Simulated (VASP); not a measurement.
Zr:

```xyz
2
Lattice="3.2320 0.0000 0.0000 -1.6160 2.7990 0.0000 0.0000 0.0000 5.1470" Properties=species:S:1:pos:R:3 pbc="T T T"
Zr    1.6160    0.9330    3.8603
Zr    0.0000    1.8660    1.2868
```

Program: VASP 6.6.1. Alike in all runs: task single point; cell as given; cutoff (eV) 520.

Q: Order these runs on this cell by their pressure, lowest first.
A. level LDA; potentials or basis VASP PAW LDA potentials, release 64 (Zr_sv); spin non-collinear, zero start, SOC; k mesh 9 × 9 × 5; smearing gaussian 0.05 eV
B. level PBEsol-based global hybrid with 25 % exact exchange; potentials or basis VASP PAW PBE potentials, release 64 (Zr_sv); spin off; k mesh 5 × 5 × 3; smearing fermi-dirac 0.05 eV; grid for exact exchange (PRECFOCK) Normal; share of exact exchange 0.25
C. level PBE; potentials or basis VASP PAW PBE potentials, release 64 (Zr_sv); spin off; k mesh 9 × 9 × 5; smearing gaussian 0.011 eV
D. level B3LYP; potentials or basis VASP PAW PBE potentials, release 64 (Zr_sv); spin off; k mesh 5 × 5 × 3; smearing fermi-dirac 0.05 eV; grid for exact exchange (PRECFOCK) Normal; share of exact exchange 0.2

A: A (-6.0 GPa), B (-2.3 GPa), C (0.6 GPa), D (2.9 GPa).

Caveats: some runs use coarse meshes; the PAW data sets were made with another functional, which shifts forces and pressure a little (at least some runs); the cell stands under tension (at least some runs).
